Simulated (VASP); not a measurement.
# YAl3N4 (P1) in VASP: single point with PBE

Aim: the single point of YAl3N4 with PBE.

Program: VASP 6.6.1. These are calculated values, not measurements. Logs are shortened: lines on timing, memory, paths and dates and some standing lists are left out, and cuts for length are marked.

## Step 1: The cell of the first run

The typed cell holds 16 atoms: a = 5.676 Å, b = 6.029 Å, c = 6.807 Å, α = 106.48°, β = 89.70°, γ = 118.02°.

## Step 2: Single point, PBE (atoms displaced along a vibrational mode)

Input file INCAR:

```
SYSTEM = YAl3N4
  ALGO = Normal
  EDIFF = 1E-6
  ENCUT = 600
  GGA = PE
  GGA_COMPAT = .FALSE.
  ISIF = 2
  ISMEAR = 0
  LASPH = .TRUE.
  LCHARG = .TRUE.
  LELF = .TRUE.
  LREAL = .FALSE.
  LVHAR = .TRUE.
  LWAVE = .FALSE.
  NBANDS = 54
  NELM = 120
  PREC = Accurate
  SIGMA = 0.01
```

Input file KPOINTS:

```
k-points
0
G
  6 6 4
  0 0 0
```

Input file POSCAR:

```
YAl3N4
1.0
    4.9231660106     -2.8248863062     -0.0080579072
   -3.3082283317     -0.0599135560     -5.0393899563
    3.4184578894      5.8859030984     -0.0040535219
Y Al N
2 6 8
Direct
    0.3533539413      0.0527683018      0.0061203371
    0.9506549160      0.5415923801      0.1400058255
    0.8342872986      0.0154700139      0.2602479576
    0.3479232072      0.0294186934      0.5127179250
    0.8523519744      0.0286030679      0.7482460689
    0.4231301395      0.5207870730      0.3935932938
    0.9313000071      0.5238262164      0.6309007366
    0.4327505566      0.5394021080      0.8720634412
    0.5930224373      0.5731989492      0.1468401409
    0.1433526360      0.5972515049      0.4214252052
    0.6367104236      0.5914974748      0.6429709486
    0.1299135172      0.5877864821      0.8801261443
    0.7327354349      0.0713747826      0.0177416276
    0.1939011671      0.0756626879      0.2872328264
    0.7062070841      0.0879916971      0.5206261249
    0.2104052591      0.1073685671      0.7551413963
```

Potentials or basis: VASP PAW PBE potentials, release 64 (Y_sv, Al, N).

Launch:

```sh
$ cat potpaw_PBE.64/Y_sv/POTCAR potpaw_PBE.64/Al/POTCAR potpaw_PBE.64/N/POTCAR > POTCAR
$ mpirun -np 1 vasp_std > vasp.out
```

OUTCAR:

```text
SYSTEM = YAl3N4
   EDIFF = 1E-6
   ENCUT = 600
   GGA = PE
   ISIF = 2
   ISMEAR = 0
   LASPH = .TRUE.
   LREAL = .FALSE.
   NELM = 120
   PREC = Accurate

 ion  position               nearest neighbor table
   1  0.353  0.053  0.006-  16 2.07  13 2.10  14 2.11  12 2.35   9 2.63   6 3.13   8 3.15   2 3.18
                             8 3.21   2 3.24   7 3.27   5 3.27   4 3.32   3 3.36   5 3.36   3 3.37
   2  0.951  0.542  0.140-  12 2.06  10 2.07   9 2.13  13 2.37  14 2.70   3 3.12   4 3.12   1 3.18
                             1 3.24   3 3.27   6 3.27   5 3.27   8 3.28   7 3.37   6 3.42   7 3.44
   3  0.834  0.015  0.260-  14 1.90  13 1.92  15 1.93   9 2.23   2 3.12   8 3.17   7 3.18   6 3.18
                             6 3.19   2 3.27   4 3.27   5 3.30   4 3.35   1 3.36   1 3.37
   4  0.348  0.029  0.513-  16 1.86  15 1.89  14 1.92  10 2.18   2 3.12   6 3.13   7 3.14   8 3.17
                             6 3.17   7 3.18   5 3.23   3 3.27   5 3.29   1 3.32   3 3.35   1 3.49
   5  0.852  0.029  0.748-  16 1.85  13 1.94  15 1.96  11 2.21   7 3.14   8 3.14   6 3.16   7 3.16
                             8 3.17   4 3.23   2 3.27   1 3.27   4 3.29   3 3.30   1 3.36
   6  0.423  0.521  0.394-  10 1.85  11 1.91   9 1.96  14 2.25   4 3.13   1 3.13   5 3.16   4 3.17
                             3 3.18   3 3.19   7 3.22   8 3.23   2 3.27   7 3.30   2 3.42
   7  0.931  0.524  0.631-  10 1.88  12 1.88  11 1.89  15 2.20   5 3.14   4 3.14   5 3.16   3 3.18
                             4 3.18   6 3.22   8 3.24   1 3.27   8 3.29   6 3.30   2 3.37   2 3.44
   8  0.433  0.539  0.872-  12 1.87  11 1.95   9 2.00  16 2.18   5 3.14   1 3.15   4 3.17   3 3.17
                             5 3.17   1 3.21   6 3.23   7 3.24   2 3.28   7 3.29   2 3.46
   9  0.593  0.573  0.147-   6 1.96   8 2.00   2 2.13   3 2.23   1 2.63
  10  0.143  0.597  0.421-   6 1.85   7 1.88   2 2.07   4 2.18
  11  0.637  0.591  0.643-   7 1.89   6 1.91   8 1.95   5 2.21
  12  0.130  0.588  0.880-   8 1.87   7 1.88   2 2.06   1 2.35
  13  0.733  0.071  0.018-   3 1.92   5 1.94   1 2.10   2 2.37
  14  0.194  0.076  0.287-   3 1.90   4 1.92   1 2.11   6 2.25   2 2.70
  15  0.706  0.088  0.521-   4 1.89   3 1.93   5 1.96   7 2.20
  16  0.210  0.107  0.755-   5 1.85   4 1.86   1 2.07   8 2.18

  LATTYP: Found a triclinic cell.
 ALAT       =    10.0356977493
 B/A-ratio  =     0.5655865782
 C/A-ratio  =     0.6782382727
 COS(alpha) =     0.0052455891
 COS(beta)  =     0.1733875765
 COS(gamma) =     0.8478232935

  Lattice vectors:

 A1 = (   8.2313943423,  -2.7649727502,   5.0313320491)
 A2 = (   4.9231660106,  -2.8248863062,  -0.0080579072)
 A3 = (   3.4184578894,   5.8859030984,  -0.0040535219)

Analysis of symmetry for initial positions (statically):
=====================================================================
 Subroutine PRICEL returns:
 Original cell was already a primitive cell.

 Routine SETGRP: Setting up the symmetry group for a
 triclinic supercell.

 Subroutine GETGRP returns: Found  1 space group operations
 (whereof  1 operations were pure point group operations)
 out of a pool of  2 trial point group operations.

The static configuration has the point symmetry C_1 .

Analysis of symmetry for dynamics (positions and initial velocities):
=====================================================================
 Subroutine PRICEL returns:
 Original cell was already a primitive cell.

 Routine SETGRP: Setting up the symmetry group for a
 triclinic supercell.

 Subroutine GETGRP returns: Found  1 space group operations
 (whereof  1 operations were pure point group operations)
 out of a pool of  2 trial point group operations.

The dynamic configuration has the point symmetry C_1 .

 Subroutine INISYM returns: Found  1 space group operations
 (whereof  1 operations are pure point group operations),
 and found     1 'primitive' translations

----------------------------------------------------------------------------------------

                                     Primitive cell

  volume of cell :     194.8863

  direct lattice vectors                    reciprocal lattice vectors
     4.923166011 -2.824886306 -0.008057907     0.152199543 -0.088463650 -0.098863289
    -3.308228332 -0.059913556 -5.039389956    -0.000302119  0.000038943 -0.198238847
     3.418457889  5.885903098 -0.004053522     0.073043728  0.127440525 -0.049466453

  length of vectors
     5.676055949  6.028550030  6.806594307     0.201902125  0.198239081  0.154994850

  position of ions in fractional coordinates (direct lattice)
[... 44 lines left out ...]
 Generating k-lattice:

  Cartesian coordinates                     Fractional coordinates (reciprocal lattice)
     0.025366590 -0.014743942 -0.016477215     0.166666667  0.000000000  0.000000000
    -0.000050353  0.000006490 -0.033039808     0.000000000  0.166666667 -0.000000000
     0.018260932  0.031860131 -0.012366613     0.000000000 -0.000000000  0.250000000

  Length of vectors
     0.033650354  0.033039847  0.038748712

  Shift w.r.t. Gamma in fractional coordinates (k-lattice)
     0.000000000  0.000000000  0.000000000

 Subroutine IBZKPT returns following result:
 ===========================================

 Found     76 irreducible k-points:

 Following reciprocal coordinates:
            Coordinates               Weight
  0.000000  0.000000  0.000000      1.000000
  0.166667  0.000000 -0.000000      2.000000
  0.333333 -0.000000 -0.000000      2.000000
  0.500000  0.000000 -0.000000      1.000000
  0.000000  0.166667  0.000000      2.000000
  0.166667  0.166667 -0.000000      2.000000
[... 16 lines left out ...]
  0.333333  0.000000  0.250000      2.000000
  0.500000  0.000000  0.250000      2.000000
 [... further k-points ...]
   k-points           NKPTS =     76   k-points in BZ     NKDIM =     76   number of bands    NBANDS=     54
   number of dos      NEDOS =    301   number of ions     NIONS =     16
   total plane-waves  NPLWV = 124416
   dimension x,y,z NGX =    48 NGY =   48 NGZ =   54
   dimension x,y,z NGXF=    96 NGYF=   96 NGZF=  108
   ions per type =               2   6   8
   NGX,Y,Z   is equivalent  to a cutoff of  14.06, 13.24, 13.19 a.u.
   NGXF,Y,Z  is equivalent  to a cutoff of  28.12, 26.47, 26.38 a.u.
 SYSTEM =  YAl3N4
   PREC   = accura    normal or accurate (medium, high low for compatibility)
   ISTART =      0    job   : 0-new  1-cont  2-samecut
   ICHARG =      2    charge: 1-file 2-atom 10-const
   ISPIN  =      1    spin polarized calculation?
   LNONCOLLINEAR =      F non collinear calculations
   LSORBIT =      F    spin-orbit coupling
   LASPH  =      T    aspherical Exc in radial PAW
   ENCUT  =  600.0 eV  44.10 Ry    6.64 a.u.  11.34 12.04 13.59*2*pi/ulx,y,z
   NELM   =    120;   NELMIN=  2; NELMDL= -5     # of ELM steps
   EDIFF  = 0.1E-05   stopping-criterion for ELM
   LREAL  =      F    real-space projection
   EDIFFG = 0.1E-04   stopping-criterion for IOM
   NSW    =      0    number of steps for IOM
   IBRION =     -1    ionic relax: 0-MD 1-quasi-New 2-CG
   NFREE  =      0    steps in history (QN), initial steepest desc. (CG)
   ISIF   =      2    stress and relaxation
   ISYM   =      2    0-nonsym 1-usesym 2-fastsym
   POTIM  = 0.5000    time-step for ionic-motion
   TEBEG  =    0.0;   TEEND  =   0.0 temperature during run
   PSTRESS=    0.0 pullay stress
   NELECT =      80.0000    total number of electrons
   NUPDOWN=      -1.0000    fix difference up-down
   EMIN   =  10.00;   EMAX   =-10.00  energy-range for DOS
   EFERMI =   0.00;   METHOD = LEGACY
   ISMEAR =     0;   SIGMA  =   0.01  broadening in eV -4-tet -1-fermi 0-gaus
   EFERMI_NEDOS =   21; number of points for ismear=-14 and -15
   IALGO  =     38    algorithm
   IMIX   =      4    mixing-type and parameters
     AMIX     =   0.40;   BMIX     =  1.00
     AMIX_MAG =   1.60;   BMIX_MAG =  1.00
  volume/ion in A,a.u.               =      12.18        82.20
  Fermi-wavevector in a.u.,A,eV,Ry     =   1.216684  2.299199 20.140970  1.480320
  Thomas-Fermi vector in A             =   2.352029
   LORBIT       =      0    0 simple, 1 ext, 2 COOP (PROOUT), +10 PAW based schemes
   GGA     = PE    functional components
   LHFCALC =     F    Hartree Fock is set to
   AEXX    =    0.0000 exact exchange contribution
   IVDW    =     0    specifies the selected vdW correction
   LEPSILON=     F    determine dielectric tensor
   LRPA    =     F    only Hartree local field effects (RPA)
 non-spin polarized calculation
 Gauss-broadening in eV      SIGMA  =   0.01
  energy-cutoff  :      600.00
  volume of cell :      194.89
 maximum number of plane-waves:      6534
 NGX is ok and might be reduce to    48
   NGX = 23   NGY = 25   NGZ = 27

 number of electron      80.0000001 magnetization

 Free energy of the ion-electron system (eV)
  ---------------------------------------------------
  ext. energy  EPLUGINS =         0.00000000
  ---------------------------------------------------
  free energy    TOTEN  =      -121.12668168 eV

  energy without entropy =     -121.12668168  energy(sigma->0) =     -121.12668168

 E-fermi :   5.5568     XC(G=0): -10.6780

 val. band max:        5.4212972532   @ k =   0.0000   0.0000   0.0000
 cond. band min:       7.7542191426   @ k =   0.0000   0.0000   0.0000
 fundamental gap:      2.3329218894
 Fermi energy:         5.5568370744

 k-point     1 :       0.0000    0.0000    0.0000
  band No.  band energies     occupation
      1     -34.4668      2.00000
      2     -34.3580      2.00000
      3     -15.4020      2.00000
      4     -15.1272      2.00000
      5     -15.0466      2.00000
      6     -15.0362      2.00000
[... 1309 lines left out ...]
     51      11.9945      0.00000
     52      12.0895      0.00000

 [... further k-points ...]

 [bands above 52 left out]

------------------------ aborting loop because EDIFF is reached ----------------------------------------

  FORCE on cell =-STRESS in cart. coord.  units (eV):
  Direction    XX          YY          ZZ          XY          YZ          ZX
  --------------------------------------------------------------------------------------
  -------------------------------------------------------------------------------------
  Total       10.7405407      9.0132188     -8.6267409     -2.1844036      0.9515734     -0.0084391
  in kB       88.2989305     74.0984652    -70.9211966    -17.9581742      7.8229683     -0.0693783
  external PRESSURE =      30.4920664 kB  Pullay stress =       0.0000000 kB

 VOLUME and BASIS-vectors are now :
 -----------------------------------------------------------------------------
  energy-cutoff  :      600.00
  volume of cell :      194.89
      direct lattice vectors                 reciprocal lattice vectors
     4.923166011 -2.824886306 -0.008057907     0.152199543 -0.088463650 -0.098863289
    -3.308228332 -0.059913556 -5.039389956    -0.000302119  0.000038943 -0.198238847
     3.418457889  5.885903098 -0.004053522     0.073043728  0.127440525 -0.049466453

 POSITION                                       TOTAL-FORCE (eV/Angst)
 -----------------------------------------------------------------------------------
      1.58597     -0.96532     -0.26879        -0.250667      0.115695      0.609506
      3.36712     -1.89388     -2.73752         0.166304      0.297467      0.526453
      4.94580     -0.82590     -0.08574         0.173712      0.197641      0.736038
      3.36826      2.03320     -0.15313        -0.390456      0.067471      0.937931
      6.65949      1.99459     -0.15404        -0.220509     -0.175127      0.940317
      1.70574      1.09016     -2.62945         0.131542      0.017577      0.553873
[... 8 lines left out ...]
      4.96542      1.06413     -0.45123         0.080645      0.052620     -0.995385
      3.26208      3.84389     -0.54583        -1.764458     -1.358781     -1.302001
 -----------------------------------------------------------------------------------
    total drift:                                0.000031     -0.000231      0.000724

  FREE ENERGIE OF THE ION-ELECTRON SYSTEM (eV)
  ---------------------------------------------------
  free  energy   TOTEN  =      -121.1266816847 eV

  energy  without entropy=     -121.1266816847  energy(sigma->0) =     -121.12668168
```

It took 37 min on 1 thread of Intel Xeon 8259CL, shared host; peak memory 0.92 GiB.

What came out:

```
Free energy            : -121.1267 eV
Pressure               : 3.0 GPa
Largest force          : 2.612 eV/Å
Band gap on the k mesh : 2.33 eV
```

Forces in eV/Å, atoms in the order of the input:
```
Y   -0.251  0.116  0.610
Y    0.166  0.297  0.526
Al   0.174  0.198  0.736
Al  -0.390  0.067  0.938
Al  -0.221 -0.175  0.940
Al   0.132  0.018  0.554
Al   0.312 -0.220  1.126
Al   0.047 -0.158  0.911
N   -2.034  1.083 -0.660
N    1.795  1.463 -1.186
N    0.001  0.125 -1.004
N   -0.386 -2.542 -0.457
N    2.000 -1.156 -0.171
N    0.338  2.190 -0.565
N    0.081  0.053 -0.995
N   -1.764 -1.359 -1.302
```

Caveat: the cell differs from its parent crystal (atoms displaced along a vibrational mode); the cell stands under pressure; forces of over 1 eV/Å act on the atoms, so gaps and moduli don't describe the material at rest. A k mesh can miss the band edges.
